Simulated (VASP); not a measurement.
# Y4Si8Ru7 (a cell with a defect) in VASP: further runs

The runs below take Y4Si8Ru7 (a cell with a defect) through single point, with PBEsol.

All numbers are computed with VASP 6.6.1; they aren't measurements. Logs are shortened: lines on timing, memory, paths and dates and some standing lists are left out, and cuts for length are marked.

### Step 1. The cell of the first run

The cell holds a defect, 19 atoms: a = 8.252 Å, b = 8.252 Å, c = 5.561 Å, α = 68.23°, β = 68.23°, γ = 90.00°.

### Step 2. Single point, PBEsol

File INCAR:

```
PREC = Accurate
ENCUT = 520
EDIFF = 1E-6
ISMEAR = 0
SIGMA = 0.1
LREAL = Auto
LASPH = True
NELM = 80
ALGO = Normal
ISIF = 2
LWAVE = False
LCHARG = False
GGA = PS
NBANDS = 102
```

File KPOINTS:

```
Automatic mesh
0
Gamma
  2 2 3
```

File POSCAR:

```
Y4Si8Ru7
1.0
    0.0000000000      8.2516740000      0.0000004400
    8.2516740000      0.0000000000      0.0000004400
    2.0629187500      2.0629187500     -4.7342827800
Y Ru Si
4 7 8
Direct
    0.0005510405     -0.0006891927      0.0027693741
   -0.0005129790      0.4999910400      0.0010097031
    0.4992870423      0.0007617734      0.0002778077
    0.5005210501      0.4992328266     -0.0013682242
    0.1318559502      0.3679327753      0.5007267901
    0.3716118362      0.6203382158      0.5104138364
    0.1227825091      0.8705954983      0.5126211403
    0.8795098725      0.1282300716      0.4908788831
    0.6292389228      0.3770385814      0.4886608068
    0.8724212263      0.6273419854      0.5007480056
    0.4264717689      1.0732905840      0.5004651750
    0.1977571126      0.1755953064      0.2692068099
    0.3242415932      0.3020894820      0.7321136985
    0.1811591973      0.6798979986      0.2766882419
    0.2921513904      0.7856282291      0.7821747551
    0.7141775931      0.2076211053      0.2191910483
    0.8198761601      0.3186065996      0.7247193842
    0.6784037504      0.6922393673      0.2738204842
    0.8076030994      0.8214321722      0.7275538612
```

Potentials or basis: VASP PAW PBE potentials, release 64 (Y_sv, Ru_pv, Si).

The run is started by

```console
cat potpaw_PBE.64/Y_sv/POTCAR potpaw_PBE.64/Ru_pv/POTCAR potpaw_PBE.64/Si/POTCAR > POTCAR
mpirun -np 1 vasp_std > vasp.out
```

OUTCAR:

```text
PREC = Accurate
   ENCUT = 520
   EDIFF = 1E-6
   ISMEAR = 0
   LREAL = Auto
   LASPH = True
   NELM = 80
   ISIF = 2
   GGA = PS

 ion  position               nearest neighbor table
   1  0.001  0.999  0.003-  16 3.07   8 3.10   5 3.11   7 3.11  10 3.12  15 3.13  13 3.14  18 3.15
                             7 3.17   8 3.18  14 3.19  17 3.20  12 3.22  19 3.24  19 3.43  11 3.46
   2  0.999  0.500  0.001-  16 2.92  15 2.93   9 3.09   7 3.09   8 3.10   6 3.10  10 3.15  10 3.15
                             5 3.18   5 3.18  17 3.19  14 3.19  18 3.26  19 3.26  12 3.30  13 3.30
   3  0.499  0.001  0.000-  11 2.91  11 2.91  13 3.06  12 3.06  19 3.12  18 3.13   9 3.17   7 3.18
                             8 3.19   6 3.19  17 3.20  14 3.20  15 3.27  16 3.27  16 3.70  15 3.71
   4  0.501  0.499  0.999-  15 3.07   6 3.10   5 3.11   9 3.11  10 3.12  16 3.13  12 3.14  19 3.16
                             9 3.17   6 3.18  17 3.19  14 3.20  13 3.22  18 3.24  18 3.43  11 3.46
   5  0.132  0.368  0.501-  13 2.34  12 2.34  14 2.36  17 2.36   8 2.90   6 2.90  10 3.03   1 3.11
                             4 3.11   2 3.18   2 3.18
   6  0.372  0.620  0.510-  15 2.32  18 2.33  14 2.33  13 2.41   5 2.90   7 2.91   9 2.92   4 3.10
                             2 3.10   4 3.18   3 3.19
   7  0.123  0.871  0.513-  12 2.32  15 2.34  14 2.34  19 2.39   6 2.91  10 2.92   8 2.92  11 2.98
                             2 3.09   1 3.11   1 3.17   3 3.18
   8  0.880  0.128  0.491-  16 2.32  17 2.33  19 2.33  12 2.41   5 2.90   9 2.91   7 2.92   2 3.10
                             1 3.10   1 3.18   3 3.19
   9  0.629  0.377  0.489-  13 2.32  16 2.34  17 2.34  18 2.39   8 2.91  10 2.92   6 2.92  11 2.98
                             2 3.09   4 3.11   3 3.17   4 3.17
  10  0.872  0.627  0.501-  18 2.33  19 2.33  17 2.34  14 2.34   9 2.92   7 2.92   5 3.03   4 3.12
                             1 3.12   2 3.15   2 3.15
  11  0.426  0.073  0.500-  15 2.30  16 2.30  12 2.63  13 2.63   3 2.91   3 2.91   7 2.98   9 2.98
                             4 3.46   1 3.46
  12  0.198  0.176  0.269-   7 2.32   5 2.34   8 2.41  13 2.54  11 2.63   3 3.06   4 3.14   1 3.22
                             2 3.30   1 3.48
  13  0.324  0.302  0.732-   9 2.32   5 2.34   6 2.41  12 2.54  11 2.63   3 3.06   1 3.14   4 3.22
                             2 3.30   4 3.47
  14  0.181  0.680  0.277-   6 2.33  10 2.34   7 2.34  15 2.35   5 2.36   1 3.19   2 3.19   4 3.20
                             3 3.20   2 3.43
  15  0.292  0.786  0.782-  11 2.30   6 2.32   7 2.34  14 2.35   2 2.93   4 3.07   1 3.13   3 3.27
                             3 3.71
  16  0.714  0.208  0.219-  11 2.30   8 2.32   9 2.34  17 2.35   2 2.92   1 3.07   4 3.13   3 3.27
                             3 3.70
  17  0.820  0.319  0.725-   8 2.33  10 2.34   9 2.34  16 2.35   5 2.36   4 3.19   2 3.19   3 3.20
                             1 3.20   2 3.43
  18  0.678  0.692  0.274-  10 2.33   6 2.33   9 2.39  19 2.59   3 3.13   1 3.15   4 3.24   2 3.26
                             4 3.43
  19  0.808  0.821  0.728-  10 2.33   8 2.33   7 2.39  18 2.59   3 3.12   4 3.16   1 3.24   2 3.26
                             1 3.43

  LATTYP: Found a base centered monoclinic cell.
 ALAT       =    11.1219964070
 B/A-ratio  =     1.0492387208
 C/A-ratio  =     0.4999999997
 COS(beta)  =    -0.4495490530

  Lattice vectors:

 A1 = (  -2.0629187500,   6.1887552500,   4.7342832200)
 A2 = (   6.1887552500,  -2.0629187500,   4.7342832200)
 A3 = (   2.0629187500,   2.0629187500,  -4.7342827800)

Analysis of symmetry for initial positions (statically):
=====================================================================
 Subroutine PRICEL returns:
 Original cell was already a primitive cell.

 Routine SETGRP: Setting up the symmetry group for a
 base centered monoclinic supercell.

 Subroutine GETGRP returns: Found  1 space group operations
 (whereof  1 operations were pure point group operations)
 out of a pool of  4 trial point group operations.

The static configuration has the point symmetry C_1 .

Analysis of symmetry for dynamics (positions and initial velocities):
=====================================================================
 Subroutine PRICEL returns:
 Original cell was already a primitive cell.

 Routine SETGRP: Setting up the symmetry group for a
 base centered monoclinic supercell.

 Subroutine GETGRP returns: Found  1 space group operations
 (whereof  1 operations were pure point group operations)
 out of a pool of  4 trial point group operations.

The dynamic configuration has the point symmetry C_1 .

 Subroutine INISYM returns: Found  1 space group operations
 (whereof  1 operations are pure point group operations),
 and found     1 'primitive' translations

----------------------------------------------------------------------------------------

                                     Primitive cell
[... 63 lines left out ...]

  Cartesian coordinates                     Fractional coordinates (reciprocal lattice)
    -0.000000001  0.060593764  0.026403157     0.500000000  0.000000000  0.000000000
     0.060593764 -0.000000001  0.026403157     0.000000000  0.500000000  0.000000000
     0.000000004  0.000000004 -0.070408409    -0.000000000 -0.000000000  0.333333333

  Length of vectors
     0.066096376  0.066096376  0.070408409

  Shift w.r.t. Gamma in fractional coordinates (k-lattice)
     0.000000000  0.000000000  0.000000000

 Subroutine IBZKPT returns following result:
 ===========================================

 Found      8 irreducible k-points:

 Following reciprocal coordinates:
            Coordinates               Weight
  0.000000  0.000000  0.000000      1.000000
  0.500000  0.000000  0.000000      1.000000
  0.000000  0.500000  0.000000      1.000000
  0.500000  0.500000  0.000000      1.000000
 -0.000000 -0.000000  0.333333      2.000000
  0.500000 -0.000000  0.333333      2.000000
  0.000000  0.500000 -0.333333      2.000000
  0.500000  0.500000  0.333333      2.000000
   k-points           NKPTS =      8   k-points in BZ     NKDIM =      8   number of bands    NBANDS=    102
   number of dos      NEDOS =    301   number of ions     NIONS =     19
   total plane-waves  NPLWV = 172032
   dimension x,y,z NGX =    64 NGY =   64 NGZ =   42
   dimension x,y,z NGXF=   128 NGYF=  128 NGZF=   84
   ions per type =               4   7   8
   NGX,Y,Z   is equivalent  to a cutoff of  12.89, 12.89, 12.56 a.u.
   NGXF,Y,Z  is equivalent  to a cutoff of  25.79, 25.79, 25.11 a.u.
 SYSTEM =  unknown system
   PREC   = accura    normal or accurate (medium, high low for compatibility)
   ISTART =      0    job   : 0-new  1-cont  2-samecut
   ICHARG =      2    charge: 1-file 2-atom 10-const
   ISPIN  =      1    spin polarized calculation?
   LNONCOLLINEAR =      F non collinear calculations
   LSORBIT =      F    spin-orbit coupling
   LASPH  =      T    aspherical Exc in radial PAW
   ENCUT  =  520.0 eV  38.22 Ry    6.18 a.u.  15.34 15.34 10.34*2*pi/ulx,y,z
   NELM   =     80;   NELMIN=  2; NELMDL= -5     # of ELM steps
   EDIFF  = 0.1E-05   stopping-criterion for ELM
   LREAL  =      T    real-space projection
   EDIFFG = 0.1E-04   stopping-criterion for IOM
   NSW    =      0    number of steps for IOM
[... 5 lines left out ...]
   TEBEG  =    0.0;   TEEND  =   0.0 temperature during run
   PSTRESS=    0.0 pullay stress
   NELECT =     174.0000    total number of electrons
   NUPDOWN=      -1.0000    fix difference up-down
   EMIN   =  10.00;   EMAX   =-10.00  energy-range for DOS
   EFERMI =   0.00;   METHOD = LEGACY
   ISMEAR =     0;   SIGMA  =   0.10  broadening in eV -4-tet -1-fermi 0-gaus
   EFERMI_NEDOS =   21; number of points for ismear=-14 and -15
   IALGO  =     38    algorithm
   IMIX   =      4    mixing-type and parameters
     AMIX     =   0.40;   BMIX     =  1.00
     AMIX_MAG =   1.60;   BMIX_MAG =  1.00
  volume/ion in A,a.u.               =      16.97       114.49
  Fermi-wavevector in a.u.,A,eV,Ry     =   1.332944  2.518898 24.174000  1.776739
  Thomas-Fermi vector in A             =   2.461840
   LORBIT       =      0    0 simple, 1 ext, 2 COOP (PROOUT), +10 PAW based schemes
   GGA     = PS    functional components
   LHFCALC =     F    Hartree Fock is set to
   AEXX    =    0.0000 exact exchange contribution
   IVDW    =     0    specifies the selected vdW correction
   LEPSILON=     F    determine dielectric tensor
   LRPA    =     F    only Hartree local field effects (RPA)
 non-spin polarized calculation
 Gauss-broadening in eV      SIGMA  =   0.10
  energy-cutoff  :      520.00
  volume of cell :      322.36
 maximum number of plane-waves:      8694
 NGX is ok and might be reduce to    64
   NGX = 31   NGY = 31   NGZ = 21

 number of electron     174.0000011 magnetization

 Free energy of the ion-electron system (eV)
  ---------------------------------------------------
  ext. energy  EPLUGINS =         0.00000000
  ---------------------------------------------------
  free energy    TOTEN  =      -159.14377989 eV

  energy without entropy =     -159.09474722  energy(sigma->0) =     -159.11926355

 E-fermi :   8.1548     XC(G=0): -11.6940

 val. band max:        8.1289468424   @ k =   0.0000   0.5000  -0.3333
 cond. band min:       8.1826737870   @ k =  -0.0000  -0.0000   0.3333
 fundamental gap:      0.0537269446
 Fermi energy:         8.1548285824

 k-point     1 :       0.0000    0.0000    0.0000
  band No.  band energies     occupation
      1     -34.3304      2.00000
      2     -34.2841      2.00000
      3     -34.2392      2.00000
      4     -34.2368      2.00000
      5     -34.2195      2.00000
      6     -34.1979      2.00000
[... 805 lines left out ...]
     98      10.3338      0.00000
     99      10.3783      0.00000
 [bands above 99 left out]

------------------------ aborting loop because EDIFF is reached ----------------------------------------

  FORCE on cell =-STRESS in cart. coord.  units (eV):
  Direction    XX          YY          ZZ          XY          YZ          ZX
  --------------------------------------------------------------------------------------
  -------------------------------------------------------------------------------------
  Total       -3.5516200     -3.5095367      6.4273974      2.8704883      1.7797336      1.7921073
  in kB      -17.6521959    -17.4430339     31.9453313     14.2668476      8.8455988      8.9070985
  external PRESSURE =      -1.0499662 kB  Pullay stress =       0.0000000 kB

 VOLUME and BASIS-vectors are now :
 -----------------------------------------------------------------------------
  energy-cutoff  :      520.00
  volume of cell :      322.36
      direct lattice vectors                 reciprocal lattice vectors
     0.000000000  8.251674000  0.000000440    -0.000000003  0.121187528  0.052806313
     8.251674000  0.000000000  0.000000440     0.121187528 -0.000000003  0.052806313
     2.062918750  2.062918750 -4.734282780     0.000000011  0.000000011 -0.211225227

 POSITION                                       TOTAL-FORCE (eV/Angst)
 -----------------------------------------------------------------------------------
      8.25170      0.01026     -0.01311        -0.075250      0.112210     -0.032816
      4.12785      8.24952     -0.00478        -0.074401      0.090350      0.012996
      0.00686      4.12053     -0.00132        -0.095554      0.089245     -0.006409
      6.17960      6.19023     -4.72780        -0.111063      0.072872      0.033051
      4.06902      2.12099     -2.37058        -0.173650      0.175516      0.002247
      6.17177      4.11936     -2.41644        -0.212927      0.065660      0.037380
[... 11 lines left out ...]
      6.27700      6.16284     -1.29634        -0.190363      0.047022      0.026313
      8.27908      8.16496     -3.44444        -0.049477      0.191090     -0.028197
 -----------------------------------------------------------------------------------
    total drift:                                0.006999     -0.002715      0.000054

  FREE ENERGIE OF THE ION-ELECTRON SYSTEM (eV)
  ---------------------------------------------------
  free  energy   TOTEN  =      -159.1437798896 eV

  energy  without entropy=     -159.0947472161  energy(sigma->0) =     -159.11926355
```

It took 7.4 min on 1 thread of Intel Xeon Platinum 8488C (Sapphire Rapids), shared host; peak memory 0.53 GiB.

Results:

```yaml
Free_energy: -159.1438 eV
Pressure: -0.1 GPa
Largest_force: 3.105 eV/Å
Band_gap_on_the_k_mesh: zero (bands 87 and 88 overlap by 0.47 eV)
```

Forces on the atoms (eV/Å):
```
Y   -0.075  0.112 -0.033
Y   -0.074  0.090  0.013
Y   -0.096  0.089 -0.006
Y   -0.111  0.073  0.033
Ru  -0.174  0.176  0.002
Ru  -0.213  0.066  0.037
Ru  -0.144  0.041 -0.002
Ru  -0.070  0.218 -0.041
Ru  -0.042  0.137 -0.002
Ru  -0.086  0.088  0.002
Ru   2.198 -2.194 -0.003
Si  -0.200  0.089  0.131
Si  -0.086  0.196 -0.128
Si  -0.113  0.106  0.118
Si   0.063  0.429  0.334
Si  -0.435 -0.069 -0.339
Si  -0.103  0.116 -0.116
Si  -0.190  0.047  0.026
Si  -0.049  0.191 -0.028
```

Caveat: the k points lie up to 0.44 Å⁻¹ apart; the PAW data sets were made with another functional, which shifts forces and pressure a little.

### Step 3. Single point, PBEsol

File INCAR:

```
ALGO     = Normal         # electronic algorithm
EDIFF    = 1E-6           # SCF threshold, eV
ENCUT    = 520            # plane-wave cutoff, eV
GGA      = PS             # functional
ISIF     = 2              # what is computed and relaxed
ISMEAR   = 0              # smearing method
LASPH    = T              # aspherical terms in the spheres
LCHARG   = F              # write CHGCAR
LREAL    = Auto         
LWAVE    = F              # write WAVECAR
NBANDS   = 102            # bands
NELM     = 60             # most SCF steps
PREC     = Accurate       # precision mode
SIGMA    = 0.1            # smearing width, eV
```

File KPOINTS:

```
k-points
0
Gamma
  2 2 3
```

File POSCAR:

```
Y4Si8Ru7
1.0
    0.0000000000      8.2516740000      0.0000004400
    8.2516740000      0.0000000000      0.0000004400
    2.0629187500      2.0629187500     -4.7342827800
Y Ru Si
4 7 8
Direct
   -0.0032235603     -0.0036088155      0.0112145808
   -0.0000633707      0.4999837712      0.0005545127
    0.4998272116      0.0000102048      0.0006140782
    0.5032924179      0.5030550116     -0.0099756519
    0.1258852208      0.3738847176      0.5006577195
    0.3753863928      0.6248910388      0.4941968084
    0.1272195498      0.8741099384      0.4972492244
    0.8749819615      0.1244326790      0.5070287415
    0.6256847420      0.3725861587      0.5040263859
    0.8759460023      0.6238072242      0.5006717533
    0.3736019213      1.1262039994      0.5006681624
    0.1848275109      0.1847797630      0.2589746366
    0.3150234621      0.3150239469      0.7422789133
    0.1877150036      0.6855250237      0.2496928129
    0.3296619561      0.8197920800      0.7171203461
    0.6799892824      0.1700898365      0.2842953065
    0.8142600987      0.3120268549      0.7516210292
    0.6816573545      0.6853864160      0.2738720228
    0.8144282329      0.8181582640      0.7273920630
```

Potentials or basis: VASP PAW PBE potentials, release 64 (Y_sv, Ru_pv, Si).

The run is started by

```console
cat potpaw_PBE.64/Y_sv/POTCAR potpaw_PBE.64/Ru_pv/POTCAR potpaw_PBE.64/Si/POTCAR > POTCAR
mpirun -np 1 vasp_std > vasp.out
```

It took 7 min on 1 thread of Intel Xeon Platinum 8488C (Sapphire Rapids), shared host; peak memory 0.52 GiB.

Results (log left out):

- Free energy: -160.6412 eV
- Pressure: -0.8 GPa
- Largest force: 0.037 eV/Å
- Band gap on the k mesh: zero (bands 87 and 88 overlap by 0.45 eV)

Forces on the atoms (eV/Å):
```
Y   -0.008  0.003  0.005
Y    0.000 -0.005 -0.002
Y    0.001 -0.001  0.000
Y   -0.004  0.014 -0.006
Ru   0.003  0.001  0.001
Ru  -0.004  0.000 -0.011
Ru   0.008  0.004 -0.004
Ru  -0.001  0.000  0.009
Ru  -0.003 -0.005  0.004
Ru  -0.005  0.007 -0.001
Ru  -0.006  0.003  0.000
Si  -0.002 -0.008  0.021
Si   0.006  0.001 -0.019
Si  -0.002 -0.009  0.026
Si   0.003  0.008 -0.022
Si  -0.010 -0.002  0.027
Si   0.012  0.002 -0.026
Si   0.017  0.005  0.032
Si  -0.005 -0.017 -0.033
```

Stress tensor (GPa, compression positive):
```
-0.69  0.09 -0.39
 0.09 -0.68 -0.38
-0.39 -0.38 -1.10
```

Levels at points of the mesh, in eV from the Fermi level:
| k point | band 84 | band 85 | band 86 | band 87 | band 88 | band 89 | band 90 | band 91 |
| --- | --- | --- | --- | --- | --- | --- | --- | --- |
| (0.00, 0.00, 0.00) | -0.50 | -0.42 | -0.40 | -0.38 | -0.33 | -0.25 | -0.22 | 0.00 |
| (0.50, 0.00, 0.00) | -0.68 | -0.39 | -0.31 | -0.20 | -0.11 | 0.11 | 0.45 | 0.59 |
| (0.00, 0.50, 0.00) | -0.68 | -0.39 | -0.31 | -0.20 | -0.11 | 0.11 | 0.45 | 0.59 |
| (0.50, 0.50, 0.00) | -0.71 | -0.38 | -0.35 | -0.20 | -0.12 | -0.11 | 0.36 | 0.45 |

Caveat: the k points lie up to 0.44 Å⁻¹ apart; the PAW data sets were made with another functional, which shifts forces and pressure a little.
